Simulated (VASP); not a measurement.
# TiAu (Pm-3m) in VASP: further runs

TiAu is run at these levels: LDA; tasks: relaxation of cell and atoms.

All numbers are computed with VASP 6.6.1; they aren't measurements. Logs are shortened: lines on timing, memory, paths and dates and some standing lists are left out, and cuts for length are marked.

## 1. The cell of the first run

It takes space group Pm-3m (No. 221, cubic). The conventional cell has a = 3.254 Å, b = 3.254 Å, c = 3.254 Å, α = 90.00°, β = 90.00°, γ = 90.00°. Within 3.7 Å of Ti (site symmetry m-3m) lie 8 Au at 2.82 Å and 6 Ti at 3.25 Å. Au (site symmetry m-3m) has 8 Ti at 2.82 Å and 6 Au at 3.25 Å within 3.7 Å.

## 2. Relaxation of cell and atoms, LDA

INCAR reads:

```
SYSTEM = TiAu
PREC = Accurate
ENCUT = 600
EDIFF = 1E-6
ISMEAR = -1
SIGMA = 0.01
LREAL = .FALSE.
LASPH = .TRUE.
NELM = 100
ALGO = Normal
ISIF = 3
LWAVE = .FALSE.
LCHARG = .FALSE.
GGA = CA
IBRION = 2
NSW = 80
EDIFFG = -0.01
```

KPOINTS reads:

```
Automatic mesh
0
G
  9 9 9
  0 0 0
```

POSCAR reads:

```
TiAu
1.0
    3.2540000000      0.0000000000      0.0000000000
    0.0000000000      3.2540000000      0.0000000000
    0.0000000000      0.0000000000      3.2540000000
Ti Au
1 1
Direct
    0.5000000000      0.5000000000      0.5000000000
    0.0000000000      0.0000000000      0.0000000000
```

Potentials or basis: VASP PAW LDA potentials, release 64 (Ti_sv, Au).

The run is started by

```sh
cat potpaw_LDA.64/Ti_sv/POTCAR potpaw_LDA.64/Au/POTCAR > POTCAR
mpirun -np 1 vasp_std > vasp.out
```

OUTCAR:

```text
SYSTEM = TiAu
   PREC = Accurate
   ENCUT = 600
   EDIFF = 1E-6
   ISMEAR = -1
   LREAL = .FALSE.
   LASPH = .TRUE.
   NELM = 100
   ISIF = 3
   GGA = CA
   IBRION = 2
   NSW = 80
   EDIFFG = -0.01

 ion  position               nearest neighbor table
   1  0.500  0.500  0.500-   2 2.82   2 2.82   2 2.82   2 2.82   2 2.82   2 2.82   2 2.82   2 2.82

   2  0.000  0.000  0.000-   1 2.82   1 2.82   1 2.82   1 2.82   1 2.82   1 2.82   1 2.82   1 2.82

  LATTYP: Found a simple cubic cell.
 ALAT       =     3.2540000000

  Lattice vectors:

 A1 = (   3.2540000000,   0.0000000000,   0.0000000000)
 A2 = (   0.0000000000,   3.2540000000,   0.0000000000)
 A3 = (   0.0000000000,   0.0000000000,   3.2540000000)

Analysis of symmetry for initial positions (statically):
=====================================================================
 Subroutine PRICEL returns:
 Original cell was already a primitive cell.

 Routine SETGRP: Setting up the symmetry group for a
 simple cubic supercell.

 Subroutine GETGRP returns: Found 48 space group operations
 (whereof 48 operations were pure point group operations)
 out of a pool of 48 trial point group operations.

The static configuration has the point symmetry O_h .

Analysis of symmetry for dynamics (positions and initial velocities):
=====================================================================
 Subroutine PRICEL returns:
 Original cell was already a primitive cell.

 Routine SETGRP: Setting up the symmetry group for a
 simple cubic supercell.

 Subroutine GETGRP returns: Found 48 space group operations
 (whereof 48 operations were pure point group operations)
 out of a pool of 48 trial point group operations.

The dynamic configuration has the point symmetry O_h .

 Subroutine INISYM returns: Found 48 space group operations
 (whereof 48 operations are pure point group operations),
 and found     1 'primitive' translations

----------------------------------------------------------------------------------------

                                     Primitive cell

  volume of cell :      34.4550

  direct lattice vectors                    reciprocal lattice vectors
     3.254000000  0.000000000  0.000000000     0.307314075  0.000000000  0.000000000
     0.000000000  3.254000000  0.000000000     0.000000000  0.307314075  0.000000000
     0.000000000  0.000000000  3.254000000     0.000000000  0.000000000  0.307314075

  length of vectors
     3.254000000  3.254000000  3.254000000     0.307314075  0.307314075  0.307314075

  position of ions in fractional coordinates (direct lattice)
     0.500000000  0.500000000  0.500000000
     0.000000000  0.000000000  0.000000000

  ion indices of the primitive-cell ions
   primitive index   ion index
                 1           1
                 2           2

----------------------------------------------------------------------------------------

 KPOINTS: Automatic mesh

Automatic generation of k-mesh.
 Grid dimensions read from file:
 generate k-points for:    9    9    9

 Generating k-lattice:

  Cartesian coordinates                     Fractional coordinates (reciprocal lattice)
     0.034146008  0.000000000  0.000000000     0.111111111  0.000000000  0.000000000
     0.000000000  0.034146008  0.000000000     0.000000000  0.111111111  0.000000000
     0.000000000  0.000000000  0.034146008     0.000000000  0.000000000  0.111111111

  Length of vectors
     0.034146008  0.034146008  0.034146008

  Shift w.r.t. Gamma in fractional coordinates (k-lattice)
     0.000000000  0.000000000  0.000000000

 Subroutine IBZKPT returns following result:
 ===========================================

 Found     35 irreducible k-points:

 Following reciprocal coordinates:
            Coordinates               Weight
  0.000000  0.000000  0.000000      1.000000
  0.111111  0.000000  0.000000      6.000000
  0.222222  0.000000  0.000000      6.000000
  0.333333  0.000000  0.000000      6.000000
  0.444444  0.000000  0.000000      6.000000
  0.111111  0.111111  0.000000     12.000000
[... 16 lines left out ...]
  0.333333  0.333333  0.111111     24.000000
  0.444444  0.333333  0.111111     48.000000
 [... further k-points ...]
   k-points           NKPTS =     35   k-points in BZ     NKDIM =     35   number of bands    NBANDS=     15
   number of dos      NEDOS =    301   number of ions     NIONS =      2
   total plane-waves  NPLWV =  21952
   dimension x,y,z NGX =    28 NGY =   28 NGZ =   28
   dimension x,y,z NGXF=    56 NGYF=   56 NGZF=   56
   ions per type =               1   1
   NGX,Y,Z   is equivalent  to a cutoff of  14.31, 14.31, 14.31 a.u.
   NGXF,Y,Z  is equivalent  to a cutoff of  28.61, 28.61, 28.61 a.u.
 SYSTEM =  TiAu
   PREC   = accura    normal or accurate (medium, high low for compatibility)
   ISTART =      0    job   : 0-new  1-cont  2-samecut
   ICHARG =      2    charge: 1-file 2-atom 10-const
   ISPIN  =      1    spin polarized calculation?
[... 52 lines left out ...]
  free energy    TOTEN  =       -13.61181002 eV

  energy without entropy =      -13.60947201  energy(sigma->0) =      -13.61064101

------------------------ aborting loop because EDIFF is reached ----------------------------------------

  FORCE on cell =-STRESS in cart. coord.  units (eV):
  Direction    XX          YY          ZZ          XY          YZ          ZX
  --------------------------------------------------------------------------------------
  -------------------------------------------------------------------------------------
  Total       -1.9087329     -1.9087329     -1.9087329      0.0000000      0.0000000     -0.0000000
  in kB      -88.7570967    -88.7570967    -88.7570967      0.0000000      0.0000000     -0.0000000
  external PRESSURE =     -88.7570967 kB  Pullay stress =       0.0000000 kB

 VOLUME and BASIS-vectors are now :
 -----------------------------------------------------------------------------
  energy-cutoff  :      600.00
  volume of cell :       34.46
      direct lattice vectors                 reciprocal lattice vectors
     3.254000000  0.000000000  0.000000000     0.307314075  0.000000000  0.000000000
     0.000000000  3.254000000  0.000000000     0.000000000  0.307314075  0.000000000
     0.000000000  0.000000000  3.254000000     0.000000000  0.000000000  0.307314075

 POSITION                                       TOTAL-FORCE (eV/Angst)
 -----------------------------------------------------------------------------------
      1.62700      1.62700      1.62700         0.000000      0.000000      0.000000
      0.00000      0.00000      0.00000         0.000000      0.000000      0.000000
 -----------------------------------------------------------------------------------
    total drift:                                0.000000      0.000000      0.000000

  FREE ENERGIE OF THE ION-ELECTRON SYSTEM (eV)
  ---------------------------------------------------
  free  energy   TOTEN  =       -13.6118100184 eV

  energy  without entropy=      -13.6094720095  energy(sigma->0) =      -13.61064101

--------------------------------------- Ionic step        2  -------------------------------------------

 number of electron      22.9999994 magnetization

 E-fermi :  11.2004     XC(G=0): -13.1606

 val. band max:       11.1766068663   @ k =   0.4444   0.2222   0.1111
 cond. band min:      11.2269118835   @ k =   0.4444   0.3333   0.1111
 fundamental gap:      0.0503050172
 Fermi energy:        11.2004010866

 k-point     1 :       0.0000    0.0000    0.0000
  band No.  band energies     occupation
      1     -45.3315      2.00000
      2     -21.8900      2.00000
      3     -21.8900      2.00000
      4     -21.8900      2.00000
      5       1.5692      2.00000
      6       3.8913      2.00000
      7       3.8913      2.00000
      8       6.2950      2.00000
      9       6.2950      2.00000
     10       6.2950      2.00000
     11      11.5377      0.00000
     12      11.5377      0.00000
     13      13.5605      0.00000
     14      13.5605      0.00000
     15      13.5605      0.00000
[... 472 lines left out ...]
 POSITION                                       TOTAL-FORCE (eV/Angst)
 -----------------------------------------------------------------------------------
      1.59568      1.59568      1.59568         0.000000      0.000000      0.000000
      0.00000      0.00000      0.00000        -0.000000     -0.000000      0.000000
 -----------------------------------------------------------------------------------
    total drift:                                0.000000      0.000000      0.000000

  FREE ENERGIE OF THE ION-ELECTRON SYSTEM (eV)
  ---------------------------------------------------
  free  energy   TOTEN  =       -13.6699307314 eV

  energy  without entropy=      -13.6674240225  energy(sigma->0) =      -13.66867738

--------------------------------------- Ionic step        4  -------------------------------------------

 number of electron      23.0000005 magnetization

 Free energy of the ion-electron system (eV)
  ---------------------------------------------------
  ext. energy  EPLUGINS =         0.00000000
  ---------------------------------------------------
  free energy    TOTEN  =       -13.66995481 eV

  energy without entropy =      -13.66745025  energy(sigma->0) =      -13.66870253

 E-fermi :   9.9644     XC(G=0): -12.7082

 val. band max:        9.9382639095   @ k =   0.2222   0.1111   0.1111
 cond. band min:       9.9648156807   @ k =   0.4444   0.3333   0.1111
 fundamental gap:      0.0265517711
 Fermi energy:         9.9643751507

 k-point     1 :       0.0000    0.0000    0.0000
  band No.  band energies     occupation
      1     -46.7310      2.00000
      2     -23.2911      2.00000
      3     -23.2911      2.00000
      4     -23.2911      2.00000
      5       0.9063      2.00000
      6       3.3010      2.00000
      7       3.3010      2.00000
      8       5.3665      2.00000
      9       5.3665      2.00000
     10       5.3665      2.00000
     11      10.2402      0.00000
     12      10.2402      0.00000
     13      12.0433      0.00000
     14      12.0433      0.00000
     15      12.0433      0.00000
[... 436 lines left out ...]
 POSITION                                       TOTAL-FORCE (eV/Angst)
 -----------------------------------------------------------------------------------
      1.59505      1.59505      1.59505         0.000000      0.000000      0.000000
      0.00000      0.00000      0.00000        -0.000000     -0.000000      0.000000
 -----------------------------------------------------------------------------------
    total drift:                                0.000000      0.000000      0.000000

  FREE ENERGIE OF THE ION-ELECTRON SYSTEM (eV)
  ---------------------------------------------------
  free  energy   TOTEN  =       -13.6699548052 eV

  energy  without entropy=      -13.6674502529  energy(sigma->0) =      -13.66870253

 reached required accuracy - stopping structural energy minimisation
```

Run time: 1.9 min. Hardware: 1 thread of Intel Xeon 8259CL, shared host; peak memory 0.17 GiB.

What came out:

```
Free energy                            : -13.6700 eV
Relaxed volume                         : 16.23 Å³/atom
Relaxed cell                           : a = 3.190 Å, b = 3.190 Å, c = 3.190 Å, α = 90.00°, β = 90.00°, γ = 90.00°
Space group after relaxing (to 0.05 Å) : Pm-3m (No. 221)
Energy gained by relaxing              : 29.1 meV/atom
Ionic steps                            : 4
Pressure after relaxing                : 0.0 GPa
```

The path:
```
step  energy change (eV)  largest force (eV/Å)  pressure (GPa)  volume (Å³)
   1              0.0000                0.0000           -8.88        34.46
   2              0.0660                0.0000           16.84        29.91
   3             -0.0581                0.0000           -0.21        32.50
   4             -0.0581                0.0000           -0.01        32.46
```

Final structure:
```cif
data_structure
_symmetry_space_group_name_H-M 'P 1'
_symmetry_Int_Tables_number 1
_cell_length_a 3.1901
_cell_length_b 3.1901
_cell_length_c 3.1901
_cell_angle_alpha 90.000
_cell_angle_beta 90.000
_cell_angle_gamma 90.000
_cell_volume 32.46
loop_
_atom_site_label
_atom_site_type_symbol
_atom_site_fract_x
_atom_site_fract_y
_atom_site_fract_z
_atom_site_occupancy
Ti1 Ti 0.50000 0.50000 0.50000 1
Au1 Au 0.00000 0.00000 0.00000 1
```

Levels at points of the mesh, in eV from the Fermi level:
```tsv
k point	band 9	band 10	band 11	band 12	band 13	band 14	band 15
(0.00, 0.00, 0.00)	-4.60	-4.60	0.28	0.28	2.08	2.08	2.08
```

Caveat: spin-orbit coupling is left out, which moves the levels of the heavy elements.

## 3. Relaxation of cell and atoms, LDA, target pressure 2 GPa, at which the enthalpy is minimised

INCAR reads:

```
SYSTEM = TiAu
PREC = Accurate ; ENCUT = 600
EDIFF = 1E-6 ; ISMEAR = -1
SIGMA = 0.01 ; LREAL = .FALSE.
LASPH = .TRUE. ; NELM = 80
ALGO = Normal ; ISIF = 3
LWAVE = .FALSE. ; LCHARG = .FALSE.
IBRION = 2 ; NSW = 80
EDIFFG = -0.01 ; PSTRESS = 20.0
```

KPOINTS is that of step 2.

POSCAR is that of step 2.

Potentials or basis: VASP PAW LDA potentials, release 64 (Ti_sv, Au).

The run is started by

```sh
cat potpaw_LDA.64/Ti_sv/POTCAR potpaw_LDA.64/Au/POTCAR > POTCAR
mpirun -np 1 vasp_std > vasp.out
```

Run time: 2 min. Hardware: 1 thread of Intel Xeon 8259CL, shared host; peak memory 0.17 GiB.

Results (log left out):

* Free energy: -13.6677 eV
* Relaxed volume: 16.05 Å³/atom
* Relaxed cell: a = 3.178 Å, b = 3.178 Å, c = 3.178 Å, α = 90.00°, β = 90.00°, γ = 90.00°
* Space group after relaxing (to 0.05 Å): Pm-3m (No. 221)
* Energy change on relaxing (the enthalpy is what falls): -28.0 meV/atom
* Ionic steps: 4
* Pressure after relaxing: 1.9 GPa

The path:
```csv
step,energy change (eV),largest force (eV/Å),pressure (GPa),volume (Å³)
1,0.0000,0.0000,-8.88,34.46
2,0.1928,0.0000,25.46,28.95
3,-0.0566,0.0000,1.64,32.16
4,-0.0559,0.0000,1.94,32.10
```

Final structure:
```
CELL_PARAMETERS angstrom
3.17814 0.00000 0.00000
0.00000 3.17814 0.00000
0.00000 0.00000 3.17814
ATOMIC_POSITIONS crystal
Ti 0.50000 0.50000 0.50000
Au 0.00000 0.00000 0.00000
```

Levels at points of the mesh, in eV from the Fermi level:
```tsv
k point	band 9	band 10	band 11	band 12	band 13	band 14	band 15
(0.00, 0.00, 0.00)	-4.64	-4.64	0.28	0.28	2.12	2.12	2.12
```

Caveat: the cell is relaxed towards a set pressure, so the enthalpy falls and the energy may rise; spin-orbit coupling is left out, which moves the levels of the heavy elements. LDA usually gives volumes a few per cent too small.

## 4. Relaxation of cell and atoms, LDA, target pressure 5 GPa, at which the enthalpy is minimised

INCAR reads:

```
SYSTEM = TiAu
PREC = Accurate ; ENCUT = 600
EDIFF = 1E-7 ; ISMEAR = -1
SIGMA = 0.01 ; LREAL = .False.
LASPH = .True. ; NELM = 60
ALGO = Normal ; ISIF = 3
LWAVE = .False. ; LCHARG = .False.
GGA = CA ; IBRION = 2
NSW = 80 ; EDIFFG = -0.01
PSTRESS = 50.0
```

KPOINTS reads:

```
regular mesh
0
Gamma
  9 9 9
  0 0 0
```

POSCAR is that of step 3.

The run is started by

```sh
cat potpaw_LDA.64/Ti_sv/POTCAR potpaw_LDA.64/Au/POTCAR > POTCAR
mpirun -np 1 vasp_std > vasp.out
```

Wall time 3.2 min (1 thread of Intel Xeon 8259CL, shared host); peak memory 0.17 GiB.

Results (log left out):

```yaml
Free_energy: -13.6565 eV
Relaxed_volume: 15.79 Å³/atom
Relaxed_cell: a = 3.161 Å, b = 3.161 Å, c = 3.161 Å, α = 90.00°, β = 90.00°, γ = 90.00°
Space_group_after_relaxing_to_0.05_Å: Pm-3m (No. 221)
Energy_change_on_relaxing_the_enthalpy_is_what_falls: -22.3 meV/atom
Ionic_steps: 7
Pressure_after_relaxing: 5.0 GPa
```

The path:
```csv
step,energy change (eV),largest force (eV/Å),pressure (GPa),volume (Å³)
1,0.0000,0.0000,-8.86,34.46
2,0.4814,0.0000,41.15,27.55
3,-0.0477,0.0000,4.37,31.68
4,-0.0452,0.0000,4.89,31.60
5,-0.0435,0.0000,5.23,31.54
6,-0.0463,0.0000,4.69,31.63
7,-0.0447,0.0000,5.00,31.58
```

Final structure:
```
CELL_PARAMETERS angstrom
3.16089 0.00000 0.00000
0.00000 3.16089 0.00000
0.00000 0.00000 3.16089
ATOMIC_POSITIONS crystal
Ti 0.50000 0.50000 0.50000
Au 0.00000 0.00000 0.00000
```

Levels at points of the mesh, in eV from the Fermi level:
| k point | band 9 | band 10 | band 11 | band 12 | band 13 | band 14 | band 15 |
| --- | --- | --- | --- | --- | --- | --- | --- |
| (0.00, 0.00, 0.00) | -4.70 | -4.70 | 0.30 | 0.30 | 2.17 | 2.17 | 2.17 |

Caveat: the cell is relaxed towards a set pressure, so the enthalpy falls and the energy may rise; spin-orbit coupling is left out, which moves the levels of the heavy elements.

## 5. Relaxation of cell and atoms, LDA, target pressure 10 GPa, at which the enthalpy is minimised

INCAR reads:

```
PREC = Accurate ; ENCUT = 600
EDIFF = 1E-6 ; ISMEAR = -1
SIGMA = 0.01 ; LREAL = F
LASPH = T ; NELM = 80
ALGO = Normal ; ISIF = 3
LWAVE = F ; LCHARG = F
IBRION = 2 ; NSW = 80
EDIFFG = -0.01 ; PSTRESS = 100.0
```

KPOINTS reads:

```
regular mesh
0
Gamma
  9 9 9
```

POSCAR is that of step 4.

The run is started by

```sh
cat potpaw_LDA.64/Ti_sv/POTCAR potpaw_LDA.64/Au/POTCAR > POTCAR
mpirun -np 1 vasp_std > vasp.out
```

Run time: 2.1 min. Hardware: 1 thread of Intel Xeon 8259CL, shared host; peak memory 0.17 GiB.

It converged, with:

- Free energy: -13.6199 eV
- Relaxed volume: 15.40 Å³/atom
- Relaxed cell: a = 3.135 Å, b = 3.135 Å, c = 3.135 Å, α = 90.00°, β = 90.00°, γ = 90.00°
- Space group after relaxing (to 0.05 Å): Pm-3m (No. 221)
- Energy change on relaxing (the enthalpy is what falls): -4.1 meV/atom
- Ionic steps: 5
- Pressure after relaxing: 10.1 GPa

Step by step:
| step | energy change (eV) | largest force (eV/Å) | pressure (GPa) | volume (Å³) |
| --- | --- | --- | --- | --- |
| 1 | 0.0000 | 0.0000 | -8.88 | 34.46 |
| 2 | 1.2903 | 0.0000 | 76.26 | 25.29 |
| 3 | -0.0214 | 0.0000 | 8.56 | 31.03 |
| 4 | -0.0124 | 0.0000 | 9.62 | 30.87 |
| 5 | -0.0081 | 0.0000 | 10.07 | 30.80 |

Final structure:
```
CELL_PARAMETERS angstrom
3.13459 0.00000 0.00000
0.00000 3.13459 0.00000
0.00000 0.00000 3.13459
ATOMIC_POSITIONS crystal
Ti 0.50000 0.50000 0.50000
Au 0.00000 0.00000 0.00000
```

Levels at points of the mesh, in eV from the Fermi level:
```csv
k point,band 9,band 10,band 11,band 12,band 13,band 14,band 15
"(0.00, 0.00, 0.00)",-4.80,-4.80,0.31,0.31,2.26,2.26,2.26
```

Caveat: the cell is relaxed towards a set pressure, so the enthalpy falls and the energy may rise; spin-orbit coupling is left out, which moves the levels of the heavy elements. Zero-point motion and thermal expansion aren't in these numbers.

## 6. The runs side by side

| cell | gap on the mesh (eV) | pressure (GPa) |
| --- | --- | --- |
| relaxed | none | 0.0 |
| relaxed to 2 GPa | none | 1.9 |
| relaxed to 5 GPa | none | 5.0 |
| relaxed to 10 GPa | none | 10.1 |

Alike in all rows: task relaxation of cell and atoms; level LDA; potentials or basis VASP PAW LDA potentials, release 64 (Ti_sv, Au); no spin polarisation; k mesh 9 × 9 × 9; cutoff (eV) 600; smearing fermi-dirac 0.01 eV.

Caveats: spin-orbit coupling is left out, which moves the levels of the heavy elements; the cell is relaxed towards a set pressure, so the enthalpy falls and the energy may rise (some runs).

Total energies depend on the potentials used, so only differences within one code and one set of settings carry meaning.
